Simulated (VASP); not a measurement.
# Rb (Im-3m) in VASP: further runs

Rb is run at these levels: LDA; tasks: single point.

Everything below comes from runs of VASP 6.6.1. Logs are shortened: lines on timing, memory, paths and dates and some standing lists are left out, and cuts for length are marked.

## (1) The cell of the first run

It takes space group Im-3m (No. 229, cubic). The conventional cell has a = 5.214 Å, b = 5.214 Å, c = 5.214 Å, α = 90.00°, β = 90.00°, γ = 90.00°.

## (2) Single point, LDA (70.89 Å³/atom)

Input file INCAR:

```
  ALGO = Fast
  EDIFF = 1E-7
  ENCUT = 520
  ISIF = 2
  ISMEAR = 0
  LASPH = T
  LCHARG = F
  LREAL = F
  LWAVE = F
  NBANDS = 10
  NELM = 100
  PREC = Accurate
  SIGMA = 0.1
```

Input file KPOINTS:

```
k-points
0
Gamma
  12 12 12
```

Input file POSCAR:

```
Rb
1.0
   -2.6071867665      2.6071867665      2.6071867665
    2.6071867665     -2.6071867665      2.6071867665
    2.6071867665      2.6071867665     -2.6071867665
Rb
1
Direct
    0.0000000000      0.0000000000      0.0000000000
```

Potentials or basis: VASP PAW LDA potentials, release 64 (Rb_sv).

Run with:

```bash
> cat potpaw_LDA.64/Rb_sv/POTCAR > POTCAR
> mpirun -np 1 vasp_std > vasp.out
```

OUTCAR:

```text
EDIFF = 1E-7
   ENCUT = 520
   ISIF = 2
   ISMEAR = 0
   LASPH = T
   LREAL = F
   NELM = 100
   PREC = Accurate

 ion  position               nearest neighbor table
   1  0.000  0.000  0.000-

  LATTYP: Found a body centered cubic cell.
 ALAT       =     5.2143735330

  Lattice vectors:

 A1 = (  -2.6071867665,   2.6071867665,   2.6071867665)
 A2 = (   2.6071867665,  -2.6071867665,   2.6071867665)
 A3 = (   2.6071867665,   2.6071867665,  -2.6071867665)

Analysis of symmetry for initial positions (statically):
=====================================================================
 Subroutine PRICEL returns:
 Original cell was already a primitive cell.

 Routine SETGRP: Setting up the symmetry group for a
 body centered cubic supercell.

 Subroutine GETGRP returns: Found 48 space group operations
 (whereof 48 operations were pure point group operations)
 out of a pool of 48 trial point group operations.

The static configuration has the point symmetry O_h .

Analysis of symmetry for dynamics (positions and initial velocities):
=====================================================================
 Subroutine PRICEL returns:
 Original cell was already a primitive cell.

 Routine SETGRP: Setting up the symmetry group for a
 body centered cubic supercell.

 Subroutine GETGRP returns: Found 48 space group operations
 (whereof 48 operations were pure point group operations)
 out of a pool of 48 trial point group operations.

The dynamic configuration has the point symmetry O_h .

 Subroutine INISYM returns: Found 48 space group operations
 (whereof 48 operations are pure point group operations),
 and found     1 'primitive' translations

----------------------------------------------------------------------------------------

                                     Primitive cell

  volume of cell :      70.8886

  direct lattice vectors                    reciprocal lattice vectors
    -2.607186766  2.607186766  2.607186766     0.000000000  0.191777592  0.191777592
     2.607186766 -2.607186766  2.607186766     0.191777592  0.000000000  0.191777592
     2.607186766  2.607186766 -2.607186766     0.191777592  0.191777592  0.000000000

  length of vectors
     4.515779944  4.515779944  4.515779944     0.271214472  0.271214472  0.271214472

  position of ions in fractional coordinates (direct lattice)
     0.000000000  0.000000000  0.000000000

  ion indices of the primitive-cell ions
   primitive index   ion index
                 1           1

----------------------------------------------------------------------------------------

 KPOINTS: k-points

Automatic generation of k-mesh.
 Grid dimensions read from file:
 generate k-points for:   12   12   12

 Generating k-lattice:

  Cartesian coordinates                     Fractional coordinates (reciprocal lattice)
     0.000000000  0.015981466  0.015981466     0.083333333  0.000000000  0.000000000
     0.015981466  0.000000000  0.015981466     0.000000000  0.083333333  0.000000000
     0.015981466  0.015981466  0.000000000     0.000000000  0.000000000  0.083333333

  Length of vectors
     0.022601206  0.022601206  0.022601206

  Shift w.r.t. Gamma in fractional coordinates (k-lattice)
     0.000000000  0.000000000  0.000000000

 Subroutine IBZKPT returns following result:
 ===========================================

 Found     72 irreducible k-points:

 Following reciprocal coordinates:
            Coordinates               Weight
  0.000000  0.000000  0.000000      1.000000
  0.083333  0.000000  0.000000     12.000000
  0.166667  0.000000  0.000000     12.000000
  0.250000  0.000000  0.000000     12.000000
  0.333333  0.000000  0.000000     12.000000
  0.416667  0.000000  0.000000     12.000000
[... 16 lines left out ...]
  0.333333  0.083333  0.083333     24.000000
  0.416667  0.083333  0.083333     12.000000
 [... further k-points ...]
   k-points           NKPTS =     72   k-points in BZ     NKDIM =     72   number of bands    NBANDS=     10
   number of dos      NEDOS =    301   number of ions     NIONS =      1
   total plane-waves  NPLWV =  46656
   dimension x,y,z NGX =    36 NGY =   36 NGZ =   36
   dimension x,y,z NGXF=    72 NGYF=   72 NGZF=   72
   ions per type =               1
   NGX,Y,Z   is equivalent  to a cutoff of  13.25, 13.25, 13.25 a.u.
   NGXF,Y,Z  is equivalent  to a cutoff of  26.51, 26.51, 26.51 a.u.
 SYSTEM =  unknown system
   PREC   = accura    normal or accurate (medium, high low for compatibility)
   ISTART =      0    job   : 0-new  1-cont  2-samecut
   ICHARG =      2    charge: 1-file 2-atom 10-const
   ISPIN  =      1    spin polarized calculation?
   LNONCOLLINEAR =      F non collinear calculations
   LSORBIT =      F    spin-orbit coupling
   LASPH  =      T    aspherical Exc in radial PAW
   ENCUT  =  520.0 eV  38.22 Ry    6.18 a.u.   8.40  8.40  8.40*2*pi/ulx,y,z
   NELM   =    100;   NELMIN=  2; NELMDL= -5     # of ELM steps
   EDIFF  = 0.1E-06   stopping-criterion for ELM
   LREAL  =      F    real-space projection
   EDIFFG = 0.1E-05   stopping-criterion for IOM
   NSW    =      0    number of steps for IOM
   IBRION =     -1    ionic relax: 0-MD 1-quasi-New 2-CG
   NFREE  =      0    steps in history (QN), initial steepest desc. (CG)
   ISIF   =      2    stress and relaxation
   ISYM   =      2    0-nonsym 1-usesym 2-fastsym
   POTIM  = 0.5000    time-step for ionic-motion
   TEBEG  =    0.0;   TEEND  =   0.0 temperature during run
   PSTRESS=    0.0 pullay stress
   NELECT =       9.0000    total number of electrons
   NUPDOWN=      -1.0000    fix difference up-down
   EMIN   =  10.00;   EMAX   =-10.00  energy-range for DOS
   EFERMI =   0.00;   METHOD = LEGACY
   ISMEAR =     0;   SIGMA  =   0.10  broadening in eV -4-tet -1-fermi 0-gaus
   EFERMI_NEDOS =   21; number of points for ismear=-14 and -15
   IALGO  =     68    algorithm
   IMIX   =      4    mixing-type and parameters
     AMIX     =   0.40;   BMIX     =  1.00
     AMIX_MAG =   1.60;   BMIX_MAG =  1.00
  volume/ion in A,a.u.               =      70.89       478.38
  Fermi-wavevector in a.u.,A,eV,Ry     =   0.822805  1.554876  9.211251  0.677008
  Thomas-Fermi vector in A             =   1.934204
   LORBIT       =      0    0 simple, 1 ext, 2 COOP (PROOUT), +10 PAW based schemes
   GGA     = CA    functional components
   LHFCALC =     F    Hartree Fock is set to
   AEXX    =    0.0000 exact exchange contribution
   IVDW    =     0    specifies the selected vdW correction
   LEPSILON=     F    determine dielectric tensor
   LRPA    =     F    only Hartree local field effects (RPA)
 non-spin polarized calculation
 RMM-DIIS sequential band-by-band and
 Gauss-broadening in eV      SIGMA  =   0.10
  energy-cutoff  :      520.00
  volume of cell :       70.89
 maximum number of plane-waves:      1926
 NGX is ok and might be reduce to    36
   NGX = 17   NGY = 17   NGZ = 17

 number of electron       9.0000000 magnetization

 Free energy of the ion-electron system (eV)
  ---------------------------------------------------
  ext. energy  EPLUGINS =         0.00000000
  ---------------------------------------------------
  free energy    TOTEN  =        -1.05282510 eV

  energy without entropy =       -1.04683100  energy(sigma->0) =       -1.04982805

 E-fermi :   0.4022     XC(G=0):  -6.3542

 val. band max:        0.3511531547   @ k =   0.3333   0.0833   0.0833
 cond. band min:       0.4038692414   @ k =  -0.3333   0.4167   0.1667
 fundamental gap:      0.0527160867
 Fermi energy:         0.4021903830

 k-point     1 :       0.0000    0.0000    0.0000
  band No.  band energies     occupation
      1     -28.2868      2.00000
      2     -12.3452      2.00000
      3     -12.3452      2.00000
      4     -12.3452      2.00000
      5      -1.9316      2.00000
      6       4.1933      0.00000
      7       4.1933      0.00000
      8       4.1933      0.00000
      9       5.3715      0.00000
     10       5.3715      0.00000

 k-point     2 :       0.0833    0.0000    0.0000
  band No.  band energies     occupation
      1     -28.2858      2.00000
      2     -12.3613      2.00000
      3     -12.3502      2.00000
      4     -12.3453      2.00000
      5      -1.8264      2.00000
      6       4.0623      0.00000
      7       4.0700      0.00000
      8       4.2960      0.00000
      9       5.1635      0.00000
     10       5.3402      0.00000

 k-point     3 :       0.1667    0.0000    0.0000
  band No.  band energies     occupation
      1     -28.2833      2.00000
      2     -12.4045      2.00000
      3     -12.3636      2.00000
      4     -12.3455      2.00000
      5      -1.5211      2.00000
      6       3.6003      0.00000
      7       3.7620      0.00000
      8       4.6008      0.00000
      9       5.0509      0.00000
     10       5.2959      0.00000

 k-point     4 :       0.2500    0.0000    0.0000
  band No.  band energies     occupation
      1     -28.2797      2.00000
      2     -12.4622      2.00000
      3     -12.3819      2.00000
      4     -12.3459      2.00000
      5      -1.0466      2.00000
      6       2.9580      0.00000
      7       3.4355      0.00000
      8       5.0974      0.00000
      9       5.1628      0.00000
     10       5.3205      0.00000
[... 222 lines left out ...]
 k-point    22 :       0.2500    0.0833    0.0833
  band No.  band energies     occupation
      1     -28.2756      2.00000
      2     -12.5200      2.00000
      3     -12.4012      2.00000
      4     -12.3596      2.00000
      5      -0.2739      2.00000
      6       2.3360      0.00000
      7       2.8561      0.00000
      8       5.3793      0.00000
      9       5.7002      0.00000
     10       5.7152      0.00000

 k-point    23 :       0.3333    0.0833    0.0833
  band No.  band energies     occupation
      1     -28.2733      2.00000
      2     -12.5477      2.00000
      3     -12.4206      2.00000
      4     -12.3607      2.00000
      5       0.3512      1.52957
      6       1.8272      0.00000
      7       2.7120      0.00000
      8       5.1880      0.00000
      9       5.9382      0.00000
     10       6.1275      0.00000

 k-point    24 :       0.4167    0.0833    0.0833
  band No.  band energies     occupation
      1     -28.2724      2.00000
      2     -12.5575      2.00000
      3     -12.4280      2.00000
      4     -12.3611      2.00000
      5       0.7423      0.00000
      6       1.4991      0.00000
      7       2.6637      0.00000
      8       5.0429      0.00000
      9       6.1123      0.00000
     10       6.3311      0.00000

 [... further k-points ...]

------------------------ aborting loop because EDIFF is reached ----------------------------------------

  FORCE on cell =-STRESS in cart. coord.  units (eV):
  Direction    XX          YY          ZZ          XY          YZ          ZX
  --------------------------------------------------------------------------------------
  -------------------------------------------------------------------------------------
  Total        0.1744250      0.1744250      0.1744250     -0.0000000     -0.0000000      0.0000000
  in kB        3.9422392      3.9422392      3.9422392     -0.0000000     -0.0000000      0.0000000
  external PRESSURE =       3.9422392 kB  Pullay stress =       0.0000000 kB

 VOLUME and BASIS-vectors are now :
 -----------------------------------------------------------------------------
  energy-cutoff  :      520.00
  volume of cell :       70.89
      direct lattice vectors                 reciprocal lattice vectors
    -2.607186766  2.607186766  2.607186766     0.000000000  0.191777592  0.191777592
     2.607186766 -2.607186766  2.607186766     0.191777592  0.000000000  0.191777592
     2.607186766  2.607186766 -2.607186766     0.191777592  0.191777592  0.000000000

 POSITION                                       TOTAL-FORCE (eV/Angst)
 -----------------------------------------------------------------------------------
      0.00000      0.00000      0.00000        -0.000000     -0.000000      0.000000
 -----------------------------------------------------------------------------------
    total drift:                               -0.000000      0.000000      0.000000

  FREE ENERGIE OF THE ION-ELECTRON SYSTEM (eV)
  ---------------------------------------------------
  free  energy   TOTEN  =        -1.0528251001 eV

  energy  without entropy=       -1.0468309994  energy(sigma->0) =       -1.04982805
```

Wall time 37 s (1 thread of Intel Xeon Platinum 8488C (Sapphire Rapids), shared host); peak memory 0.19 GiB.

What came out:

```yaml
Free_energy: -1.0528 eV
Pressure: 0.4 GPa
Band_gap_on_the_k_mesh: zero (an odd number of electrons rules out a gap without spin polarisation)
```

## (3) Single point, LDA (73.23 Å³/atom)

This run uses another cell than the first one, of 73.23 Å³/atom.

Input file INCAR:

```
SYSTEM = Rb
  PREC = Accurate
  ENCUT = 520
  EDIFF = 1E-7
  ISMEAR = 0
  SIGMA = 0.1
  LREAL = .False.
  LASPH = .True.
  NELM = 100
  ALGO = Normal
  ISIF = 2
  LWAVE = .False.
  LCHARG = .False.
  GGA = CA
  NBANDS = 10
```

Input file KPOINTS:

```
regular mesh
0
Gamma
  12 12 12
  0 0 0
```

Input file POSCAR:

```
Rb
1.0
   -2.6355279735      2.6355279735      2.6355279735
    2.6355279735     -2.6355279735      2.6355279735
    2.6355279735      2.6355279735     -2.6355279735
Rb
1
Direct
    0.0000000000      0.0000000000      0.0000000000
```

Potentials or basis: VASP PAW LDA potentials, release 64 (Rb_sv).

Run with:

```bash
> cat potpaw_LDA.64/Rb_sv/POTCAR > POTCAR
> mpirun -np 1 vasp_std > vasp.out
```

It took 34 s on 1 thread of Intel Xeon Platinum 8488C (Sapphire Rapids), shared host; peak memory 0.19 GiB.

Results (log left out):

* Free energy: -1.0575 eV
* Pressure: 0.2 GPa
* Band gap on the k mesh: zero (an odd number of electrons rules out a gap without spin polarisation)

Levels at points of the mesh, in eV from the Fermi level:
```
           k point  band 1  band 2  band 3  band 4  band 5  band 6  band 7  band 8  band 9
(0.00, 0.00, 0.00)  -28.70  -12.76  -12.76  -12.76   -2.29    3.77    3.77    3.77    4.92
(0.50, 0.00, 0.00)  -28.68  -12.97  -12.83  -12.76    0.13    1.04    2.54    4.62    5.61
(0.50, 0.50, 0.50)  -28.67  -12.91  -12.91  -12.91    1.09    1.09    3.87    3.87    3.87
```

## (4) Single point, LDA (75.56 Å³/atom)

This run uses another cell than the first one, of 75.56 Å³/atom.

Input file INCAR:

```
PREC = Accurate
ENCUT = 520
EDIFF = 1E-6
ISMEAR = 0
SIGMA = 0.1
LREAL = F
LASPH = T
NELM = 80
ALGO = Normal
ISIF = 2
LWAVE = F
LCHARG = F
NBANDS = 10
```

Input file KPOINTS:

```
regular mesh
0
Gamma
  12 12 12
```

Input file POSCAR:

```
Rb
1.0
   -2.6632724121      2.6632724121      2.6632724121
    2.6632724121     -2.6632724121      2.6632724121
    2.6632724121      2.6632724121     -2.6632724121
Rb
1
Direct
    0.0000000000      0.0000000000      0.0000000000
```

Run with:

```bash
> cat potpaw_LDA.64/Rb_sv/POTCAR > POTCAR
> mpirun -np 1 vasp_std > vasp.out
```

Run time: 28 s. Hardware: 1 thread of Intel Xeon Platinum 8488C (Sapphire Rapids), shared host; peak memory 0.19 GiB.

It converged, with:

| Item | Value |
| --- | --- |
| Free energy | -1.0600 eV |
| Pressure | 0.1 GPa |
| Band gap on the k mesh | zero (an odd number of electrons rules out a gap without spin polarisation) |

Levels at points of the mesh, in eV from the Fermi level:
```csv
k point,band 1,band 2,band 3,band 4,band 5,band 6,band 7,band 8
"(0.00, 0.00, 0.00)",-28.71,-12.78,-12.78,-12.78,-2.24,3.74,3.74,3.74
"(0.50, 0.00, 0.00)",-28.69,-12.96,-12.84,-12.78,0.15,1.00,2.54,4.56
"(0.50, 0.50, 0.50)",-28.69,-12.91,-12.91,-12.91,1.13,1.13,3.77,3.77
```

## (5) Overview

```csv
cell,gap on the mesh (eV),pressure (GPa)
"a = 4.516 Å, angles 109.5°, 1 atom",none,0.4
"a = 4.565 Å, angles 109.5°, 1 atom",none,0.2
"a = 4.613 Å, angles 109.5°, 1 atom",none,0.1
```

Alike in all rows: task single point; level LDA; potentials or basis VASP PAW LDA potentials, release 64 (Rb_sv); no spin polarisation; k mesh 12 × 12 × 12; cutoff (eV) 520; smearing gaussian 0.1 eV.

Absolute energies hang on the potentials; compare differences alone.
